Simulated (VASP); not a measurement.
# H (Pnma) in VASP: a series of runs

H is run at these levels: PBEsol; tasks: single point, relaxation of cell and atoms.

Everything below comes from runs of VASP 6.6.1. Logs are shortened: lines on timing, memory, paths and dates and some standing lists are left out, and cuts for length are marked.

### Step 1. The cell of the first run

It takes space group Pnma (No. 62, orthorhombic). Conventional cell: a = 5.431 Å, b = 11.372 Å, c = 4.365 Å, α = 90.00°, β = 90.00°, γ = 90.00°. Within 1.0 Å of H (site symmetry m) lie 1 H at 0.76 Å. Within 1.0 Å of H (site symmetry m) lie 1 H at 0.76 Å. Within 1.0 Å of H (site symmetry 1) lie 1 H at 0.76 Å.

### Step 2. Single point, PBEsol

Input file INCAR:

```
PREC     = Accurate       # precision mode
ENCUT    = 520            # plane-wave cutoff, eV
EDIFF    = 1E-6           # SCF threshold, eV
ISMEAR   = 0              # smearing method
SIGMA    = 0.02           # smearing width, eV
LREAL    = Auto         
LASPH    = T              # aspherical terms in the spheres
NELM     = 80             # most SCF steps
ALGO     = Normal         # electronic algorithm
ISIF     = 2              # what is computed and relaxed
LWAVE    = F              # write WAVECAR
LCHARG   = T              # write CHGCAR
GGA      = PS             # functional
LELF     = T              # ELF
LVHAR    = T            
NBANDS   = 22             # bands
```

Input file KPOINTS:

```
Automatic mesh
0
Gamma
  4 2 6
```

Input file POSCAR:

```
H
1.0
    5.4308380898      0.0000000000      0.0000000000
    0.0000000000     11.3716058205      0.0000000000
    0.0000000000      0.0000000000      4.3647071602
H
16
Direct
    0.5754908699      0.7500000000      0.4363878044
    0.0754908699      0.7500000000      0.0636121956
    0.4245091301      0.2500000000      0.5636121956
    0.9245091301      0.2500000000      0.9363878044
    0.6737921001      0.7500000000      0.5599433980
    0.1737921001      0.7500000000      0.9400566020
    0.3262078999      0.2500000000      0.4400566020
    0.8262078999      0.2500000000      0.0599433980
    0.4521824008      0.9959843130      0.0625170444
    0.9521824008      0.5040156870      0.4374829556
    0.5478175992      0.4959843130      0.9374829556
    0.0478175992      0.0040156870      0.5625170444
    0.5478175992      0.0040156870      0.9374829556
    0.0478175992      0.4959843130      0.5625170444
    0.4521824008      0.5040156870      0.0625170444
    0.9521824008      0.9959843130      0.4374829556
```

Potentials or basis: VASP PAW PBE potentials, release 64 (H).

Launch:

```
cat potpaw_PBE.64/H/POTCAR > POTCAR
mpirun -np 1 vasp_std > vasp.out
```

OUTCAR:

```text
PREC = Accurate
   ENCUT = 520
   EDIFF = 1E-6
   ISMEAR = 0
   LREAL = Auto
   LASPH = T
   NELM = 80
   ISIF = 2
   GGA = PS

 ion  position               nearest neighbor table
   1  0.575  0.750  0.436-   5 0.76
   2  0.075  0.750  0.064-   6 0.76
   3  0.425  0.250  0.564-   7 0.76
   4  0.925  0.250  0.936-   8 0.76
   5  0.674  0.750  0.560-   1 0.76
   6  0.174  0.750  0.940-   2 0.76
[... 8 lines left out ...]
  15  0.452  0.504  0.063-  11 0.76
  16  0.952  0.996  0.437-  12 0.76

  LATTYP: Found a simple orthorhombic cell.
 ALAT       =     4.3647071602
 B/A-ratio  =     1.2442617318
 C/A-ratio  =     2.6053536705

  Lattice vectors:

 A1 = (   0.0000000000,   0.0000000000,   4.3647071602)
 A2 = (   5.4308380898,   0.0000000000,   0.0000000000)
 A3 = (   0.0000000000,  11.3716058205,   0.0000000000)

Analysis of symmetry for initial positions (statically):
=====================================================================
 Subroutine PRICEL returns:
 Original cell was already a primitive cell.

 Routine SETGRP: Setting up the symmetry group for a
 simple orthorhombic supercell.

 Subroutine GETGRP returns: Found  8 space group operations
 (whereof  2 operations were pure point group operations)
 out of a pool of  8 trial point group operations.

The static configuration has the point symmetry S_2 .
 The point group associated with its full space group is D_2h.

Analysis of symmetry for dynamics (positions and initial velocities):
=====================================================================
 Subroutine PRICEL returns:
 Original cell was already a primitive cell.

 Routine SETGRP: Setting up the symmetry group for a
 simple orthorhombic supercell.

 Subroutine GETGRP returns: Found  8 space group operations
 (whereof  2 operations were pure point group operations)
 out of a pool of  8 trial point group operations.

The dynamic configuration has the point symmetry S_2 .
 The point group associated with its full space group is D_2h.

 Subroutine INISYM returns: Found  8 space group operations
 (whereof  2 operations are pure point group operations),
 and found     1 'primitive' translations

----------------------------------------------------------------------------------------
[... 117 lines left out ...]
   LASPH  =      T    aspherical Exc in radial PAW
   ENCUT  =  520.0 eV  38.22 Ry    6.18 a.u.  10.10 21.14  8.12*2*pi/ulx,y,z
   NELM   =     80;   NELMIN=  2; NELMDL= -5     # of ELM steps
   EDIFF  = 0.1E-05   stopping-criterion for ELM
   LREAL  =      T    real-space projection
   EDIFFG = 0.1E-04   stopping-criterion for IOM
   NSW    =      0    number of steps for IOM
[... 5 lines left out ...]
   TEBEG  =    0.0;   TEEND  =   0.0 temperature during run
   PSTRESS=    0.0 pullay stress
   NELECT =      16.0000    total number of electrons
   NUPDOWN=      -1.0000    fix difference up-down
   EMIN   =  10.00;   EMAX   =-10.00  energy-range for DOS
   EFERMI =   0.00;   METHOD = LEGACY
   ISMEAR =     0;   SIGMA  =   0.02  broadening in eV -4-tet -1-fermi 0-gaus
   EFERMI_NEDOS =   21; number of points for ismear=-14 and -15
   IALGO  =     38    algorithm
   IMIX   =      4    mixing-type and parameters
     AMIX     =   0.40;   BMIX     =  1.00
     AMIX_MAG =   1.60;   BMIX_MAG =  1.00
  volume/ion in A,a.u.               =      16.85       113.69
  Fermi-wavevector in a.u.,A,eV,Ry     =   0.638607  1.206792  5.548710  0.407819
  Thomas-Fermi vector in A             =   1.704004
   LORBIT       =      0    0 simple, 1 ext, 2 COOP (PROOUT), +10 PAW based schemes
   GGA     = PS    functional components
   LHFCALC =     F    Hartree Fock is set to
   AEXX    =    0.0000 exact exchange contribution
   IVDW    =     0    specifies the selected vdW correction
   LEPSILON=     F    determine dielectric tensor
   LRPA    =     F    only Hartree local field effects (RPA)
 non-spin polarized calculation
 Gauss-broadening in eV      SIGMA  =   0.02
  energy-cutoff  :      520.00
  volume of cell :      269.55
 maximum number of plane-waves:      7284
   NGX = 21   NGY = 43   NGZ = 17

 number of electron      15.9999991 magnetization

 Free energy of the ion-electron system (eV)
  ---------------------------------------------------
  ext. energy  EPLUGINS =         0.00000000
  ---------------------------------------------------
  free energy    TOTEN  =       -52.22236022 eV

  energy without entropy =      -52.22236022  energy(sigma->0) =      -52.22236022

 E-fermi :  -8.6875     XC(G=0):  -4.4153

 val. band max:       -8.7906364911   @ k =   0.0000   0.0000   0.0000
 cond. band min:       0.3261375070   @ k =   0.5000   0.0000   0.5000
 fundamental gap:      9.1167739981
 Fermi energy:        -8.6875411140

 k-point     1 :       0.0000    0.0000    0.0000
  band No.  band energies     occupation
      1     -10.0287      2.00000
      2      -9.6335      2.00000
      3      -9.6253      2.00000
      4      -9.1713      2.00000
      5      -8.9063      2.00000
      6      -8.8497      2.00000
[... 528 lines left out ...]
      6      -9.0692      2.00000
[... 12 lines left out ...]
     19       5.1262      0.00000
     20       5.1262      0.00000
 [bands above 20 left out]

------------------------ aborting loop because EDIFF is reached ----------------------------------------

  FORCE on cell =-STRESS in cart. coord.  units (eV):
  Direction    XX          YY          ZZ          XY          YZ          ZX
  --------------------------------------------------------------------------------------
  -------------------------------------------------------------------------------------
  Total       -0.2759548     -0.2382875     -0.2444398      0.0000000      0.0000000      0.0000000
  in kB       -1.6402300     -1.4163419     -1.4529098      0.0000000      0.0000000      0.0000000
  external PRESSURE =      -1.5031605 kB  Pullay stress =       0.0000000 kB

 VOLUME and BASIS-vectors are now :
 -----------------------------------------------------------------------------
  energy-cutoff  :      520.00
  volume of cell :      269.55
      direct lattice vectors                 reciprocal lattice vectors
     5.430838090  0.000000000  0.000000000     0.184133643  0.000000000  0.000000000
     0.000000000 11.371605820  0.000000000     0.000000000  0.087938328  0.000000000
     0.000000000  0.000000000  4.364707160     0.000000000  0.000000000  0.229110445

 POSITION                                       TOTAL-FORCE (eV/Angst)
 -----------------------------------------------------------------------------------
      3.12540      8.52870      1.90470        -0.010998      0.000000     -0.011753
      0.40998      8.52870      0.27765        -0.010998      0.000000      0.011753
      2.30544      2.84290      2.46000         0.010998      0.000000      0.011753
      5.02086      2.84290      4.08706         0.010998      0.000000     -0.011753
      3.65926      8.52870      2.44399         0.009862      0.000000      0.010216
      0.94384      8.52870      4.10307         0.009862      0.000000     -0.010216
[... 8 lines left out ...]
      2.45573      5.73147      0.27287        -0.009483      0.001683      0.008606
      5.17115     11.32594      1.90948        -0.009483     -0.001683     -0.008606
 -----------------------------------------------------------------------------------
    total drift:                               -0.000000     -0.000000      0.000000

  FREE ENERGIE OF THE ION-ELECTRON SYSTEM (eV)
  ---------------------------------------------------
  free  energy   TOTEN  =       -52.2223602218 eV

  energy  without entropy=      -52.2223602218  energy(sigma->0) =      -52.22236022
```

OSZICAR:

```text
N       E                     dE             d eps       ncg     rms          rms(c)
DAV:   1     0.336505413638E+01    0.33651E+01   -0.48373E+03  1056   0.507E+02
DAV:   2    -0.519753639393E+02   -0.55340E+02   -0.53962E+02  1356   0.970E+01
DAV:   3    -0.565833294201E+02   -0.46080E+01   -0.45926E+01  1308   0.278E+01
DAV:   4    -0.566094123239E+02   -0.26083E-01   -0.26080E-01  1284   0.259E+00
DAV:   5    -0.566095593386E+02   -0.14701E-03   -0.14701E-03  1298   0.195E-01    0.119E+01
DAV:   6    -0.535657093841E+02    0.30438E+01   -0.11340E+00  1188   0.398E+00    0.647E+00
DAV:   7    -0.521713605604E+02    0.13943E+01   -0.22232E+00  1164   0.580E+00    0.685E-01
DAV:   8    -0.522271845547E+02   -0.55824E-01   -0.55537E-02  1134   0.972E-01    0.410E-01
DAV:   9    -0.522220327950E+02    0.51518E-02   -0.64650E-03  1284   0.338E-01    0.560E-02
DAV:  10    -0.522222969571E+02   -0.26416E-03   -0.56161E-04  1158   0.111E-01    0.313E-02
DAV:  11    -0.522223577006E+02   -0.60743E-04   -0.34455E-05  1274   0.352E-02    0.139E-03
DAV:  12    -0.522223598549E+02   -0.21543E-05   -0.22949E-06  1270   0.902E-03    0.597E-04
DAV:  13    -0.522223602218E+02   -0.36693E-06   -0.35997E-07  1068   0.410E-03
   1 F= -.52222360E+02 E0= -.52222360E+02  d E =-.678830E-15
```

Wall time 1.8 min (1 thread of AMD EPYC 9R14 (Zen 4), shared host); peak memory 0.32 GiB.

What came out:

* Free energy: -52.2224 eV
* Pressure: -0.2 GPa
* Largest force: 0.016 eV/Å
* Band gap on the k mesh: 9.12 eV (least direct gap 9.36 eV)

Forces on the atoms (eV/Å):
```
H   -0.011  0.000 -0.012
H   -0.011  0.000  0.012
H    0.011  0.000  0.012
H    0.011  0.000 -0.012
H    0.010  0.000  0.010
H    0.010  0.000 -0.010
H   -0.010  0.000 -0.010
H   -0.010  0.000  0.010
H   -0.009 -0.002  0.009
H   -0.009  0.002 -0.009
H    0.009 -0.002 -0.009
H    0.009  0.002  0.009
H    0.009  0.002 -0.009
H    0.009 -0.002  0.009
H   -0.009  0.002  0.009
H   -0.009 -0.002 -0.009
```

Caveat: this functional lacks dispersion, which holds the molecules together, so the pressure and a relaxed volume are unreliable; the PAW data sets were made with another functional, which shifts forces and pressure a little. A k mesh can miss the band edges.

### Step 3. Relaxation of cell and atoms, PBEsol

This run uses another cell than the first one, of 20.76 Å³/atom.

Input file INCAR:

```
ALGO     = Normal         # electronic algorithm
EDIFF    = 1E-6           # SCF threshold, eV
EDIFFG   = -0.04          # ionic threshold
ENCUT    = 600            # plane-wave cutoff, eV
GGA      = PS             # functional
IBRION   = 2              # ionic algorithm
ISIF     = 3              # what is computed and relaxed
ISMEAR   = 0              # smearing method
LASPH    = T              # aspherical terms in the spheres
LCHARG   = F              # write CHGCAR
LREAL    = Auto         
LWAVE    = F              # write WAVECAR
NELM     = 80             # most SCF steps
NSW      = 90             # ionic steps
PREC     = Accurate       # precision mode
SIGMA    = 0.1            # smearing width, eV
```

Input file KPOINTS:

```
k-points
0
Gamma
  4 2 4
```

Input file POSCAR:

```
H
1.0
    6.1830787500      0.0000000000      0.0000000000
    0.0000000000     11.7582829600      0.0000000000
    0.0000000000      0.0000000000      4.5688702500
H
16
Direct
    0.5469218500      0.7500000000      0.2940435600
    0.0469218500      0.7500000000      0.2059564400
    0.4530781500      0.2500000000      0.7059564400
    0.9530781500      0.2500000000      0.7940435600
    0.6030973900      0.7500000000      0.4373309800
    0.1030973900      0.7500000000      0.0626690200
    0.3969026100      0.2500000000      0.5626690200
    0.8969026100      0.2500000000      0.9373309800
    0.4500723700      0.9963542300      0.0439863400
    0.9500723700      0.5036457700      0.4560136600
    0.5499276300      0.4963542300      0.9560136600
    0.0499276300      0.0036457700      0.5439863400
    0.5499276300      0.0036457700      0.9560136600
    0.0499276300      0.4963542300      0.5439863400
    0.4500723700      0.5036457700      0.0439863400
    0.9500723700      0.9963542300      0.4560136600
```

Potentials or basis: VASP PAW PBE potentials, release 64 (H).

Launch:

```
cat potpaw_PBE.64/H/POTCAR > POTCAR
mpirun -np 1 vasp_std > vasp.out
```

OUTCAR:

```text
EDIFF = 1E-6
   EDIFFG = -0.04
   ENCUT = 600
   GGA = PS
   IBRION = 2
   ISIF = 3
   ISMEAR = 0
   LASPH = T
   LREAL = Auto
   NELM = 80
   NSW = 90
   PREC = Accurate

 ion  position               nearest neighbor table
   1  0.547  0.750  0.294-   5 0.74
   2  0.047  0.750  0.206-   6 0.74
   3  0.453  0.250  0.706-   7 0.74
   4  0.953  0.250  0.794-   8 0.74
   5  0.603  0.750  0.437-   1 0.74
   6  0.103  0.750  0.063-   2 0.74
[... 8 lines left out ...]
  15  0.450  0.504  0.044-  11 0.74
  16  0.950  0.996  0.456-  12 0.74

  LATTYP: Found a simple orthorhombic cell.
 ALAT       =     4.5688702500
 B/A-ratio  =     1.3533058309
 C/A-ratio  =     2.5735646487

  Lattice vectors:

 A1 = (   0.0000000000,   0.0000000000,   4.5688702500)
[... 209 lines left out ...]
  -------------------------------------------------------------------------------------
  Total        1.5176338     -0.0686244      1.8382562      0.0000000      0.0000000      0.0000000
  in kB        7.3201512     -0.3310029      8.8666406      0.0000000      0.0000000      0.0000000
  external PRESSURE =       5.2852630 kB  Pullay stress =       0.0000000 kB
[... 87 lines left out ...]
--------------------------------------- Ionic step        3  -------------------------------------------

 number of electron      15.9999999 magnetization

 Free energy of the ion-electron system (eV)
  ---------------------------------------------------
  ext. energy  EPLUGINS =         0.00000000
  ---------------------------------------------------
  free energy    TOTEN  =       -52.19637547 eV

  energy without entropy =      -52.19637547  energy(sigma->0) =      -52.19637547

 E-fermi :  -8.5396     XC(G=0):  -3.9147

 val. band max:       -8.9888286503   @ k =   0.0000   0.0000   0.0000
 cond. band min:       0.0713172863   @ k =   0.0000   0.0000   0.5000
 fundamental gap:      9.0601459366
 Fermi energy:        -8.5396096816

 k-point     1 :       0.0000    0.0000    0.0000
  band No.  band energies     occupation
      1      -9.9636      2.00000
      2      -9.6783      2.00000
      3      -9.6242      2.00000
      4      -9.3125      2.00000
      5      -9.3043      2.00000
      6      -9.2004      2.00000
[... 392 lines left out ...]
  FREE ENERGIE OF THE ION-ELECTRON SYSTEM (eV)
  ---------------------------------------------------
  free  energy   TOTEN  =       -52.1963754667 eV

  energy  without entropy=      -52.1963754667  energy(sigma->0) =      -52.19637547

 reached required accuracy - stopping structural energy minimisation
```

CONTCAR:

```text
H
   1.00000000000000
     6.1908826338688838    0.0000000000000000    0.0000000000000000
     0.0000000000000000   11.7576118995279906    0.0000000000000000
     0.0000000000000000    0.0000000000000000    4.5758550487646383
  H
    16
Direct
     0.5462962021689253    0.7500000000000000    0.2924629690226458
     0.0462962021689253    0.7500000000000000    0.2075370309773542
     0.4537037978310747    0.2500000000000000    0.7075370309773542
     0.9537037978310747    0.2500000000000000    0.7924629690226458
     0.6037274697594525    0.7500000000000000    0.4389449868720769
     0.1037274697594525    0.7500000000000000    0.0610550131279230
[... 8 lines left out ...]
     0.4489872520096381    0.5037264392129315    0.0449573359438964
     0.9489872520096381    0.9962735607870685    0.4550426640560965

  0.00000000E+00  0.00000000E+00  0.00000000E+00
  0.00000000E+00  0.00000000E+00  0.00000000E+00
  0.00000000E+00  0.00000000E+00  0.00000000E+00
  0.00000000E+00  0.00000000E+00  0.00000000E+00
  0.00000000E+00  0.00000000E+00  0.00000000E+00
  0.00000000E+00  0.00000000E+00  0.00000000E+00
[... 8 lines left out ...]
  0.00000000E+00  0.00000000E+00  0.00000000E+00
  0.00000000E+00  0.00000000E+00  0.00000000E+00
```

Wall time 3.8 min (1 thread of AMD EPYC 9R14 (Zen 4), shared host); peak memory 0.4 GiB.

What came out:

```
Free energy                           : -52.1964 eV
Relaxed volume                        : 20.82 Å³/atom
Relaxed cell                          : a = 6.191 Å, b = 11.758 Å, c = 4.576 Å, α = 90.00°, β = 90.00°, γ = 90.00°
Space group after relaxing (to 0.1 Å) : Pnma (No. 62)
Energy gained by relaxing             : 2.6 meV/atom
Ionic steps                           : 3
Pressure after relaxing               : -0.1 GPa
Largest force after relaxing          : 0.014 eV/Å
Band gap on the k mesh                : 9.06 eV (least direct gap 9.16 eV)
```

Forces in eV/Å, atoms in the order of the input:
```
H    0.004  0.000  0.014
H    0.004  0.000 -0.014
H   -0.004  0.000 -0.014
H   -0.004  0.000  0.014
H   -0.001  0.000 -0.002
H   -0.001  0.000  0.002
H    0.001  0.000  0.002
H    0.001  0.000 -0.002
H    0.004 -0.002  0.002
H    0.004  0.002 -0.002
H   -0.004 -0.002 -0.002
H   -0.004  0.002  0.002
H   -0.004  0.002 -0.002
H   -0.004 -0.002  0.002
H    0.004  0.002  0.002
H    0.004 -0.002 -0.002
```

The path:
| step | energy change (eV) | largest force (eV/Å) | pressure (GPa) | volume (Å³) |
| --- | --- | --- | --- | --- |
| 1 | 0.0000 | 0.6182 | 0.53 | 332.17 |
| 2 | 0.2085 | 1.3312 | -1.39 | 335.47 |
| 3 | -0.0408 | 0.0141 | -0.05 | 333.08 |

Final structure:
```cif
data_structure
_symmetry_space_group_name_H-M 'P 1'
_symmetry_Int_Tables_number 1
_cell_length_a 6.1909
_cell_length_b 11.7576
_cell_length_c 4.5759
_cell_angle_alpha 90.000
_cell_angle_beta 90.000
_cell_angle_gamma 90.000
_cell_volume 333.08
loop_
_atom_site_label
_atom_site_type_symbol
_atom_site_fract_x
_atom_site_fract_y
_atom_site_fract_z
_atom_site_occupancy
H1 H 0.54630 0.75000 0.29246 1
H2 H 0.04630 0.75000 0.20754 1
H3 H 0.45370 0.25000 0.70754 1
H4 H 0.95370 0.25000 0.79246 1
H5 H 0.60373 0.75000 0.43895 1
H6 H 0.10373 0.75000 0.06105 1
H7 H 0.39627 0.25000 0.56105 1
H8 H 0.89627 0.25000 0.93895 1
H9 H 0.44899 0.99627 0.04496 1
H10 H 0.94899 0.50373 0.45504 1
H11 H 0.55101 0.49627 0.95504 1
H12 H 0.05101 0.00373 0.54496 1
H13 H 0.55101 0.00373 0.95504 1
H14 H 0.05101 0.49627 0.54496 1
H15 H 0.44899 0.50373 0.04496 1
H16 H 0.94899 0.99627 0.45504 1
```

Caveat: this functional lacks dispersion, which holds the molecules together, so the pressure and a relaxed volume are unreliable; the PAW data sets were made with another functional, which shifts forces and pressure a little.
